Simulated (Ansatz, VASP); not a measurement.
**GaAs: VASP beside Ansatz**

```
CELL_PARAMETERS angstrom
0.00000 2.82685 2.77031
2.82685 0.00000 2.77031
2.82685 2.82685 0.00000
ATOMIC_POSITIONS crystal
Ga 0.00000 0.00000 0.00000
As 0.75000 0.75000 0.75000
```

Change from the starting cell: zz strain of -2 %.

Alike in both runs: task single point; functional PBE; k mesh 11 × 11 × 11; occupations fermi-dirac, width 0.05 eV; no spin polarisation.

```csv
,VASP,Ansatz
version,VASP 6.6.1,Ansatz 0.2.0
potentials or method,"VASP PAW PBE potentials, release 64 (Ga_d, As), cutoff 520 eV","all-electron LAPW, scalar-relativistic"
```

```tsv
	VASP	Ansatz	Ansatz less VASP
pressure (GPa)	5.1	4.9	-0.19
traceless stress, the component that is largest in VASP (GPa)	0.76	0.76	+0.002
```

Ansatz ran all-electron here, and VASP with PAW potentials.
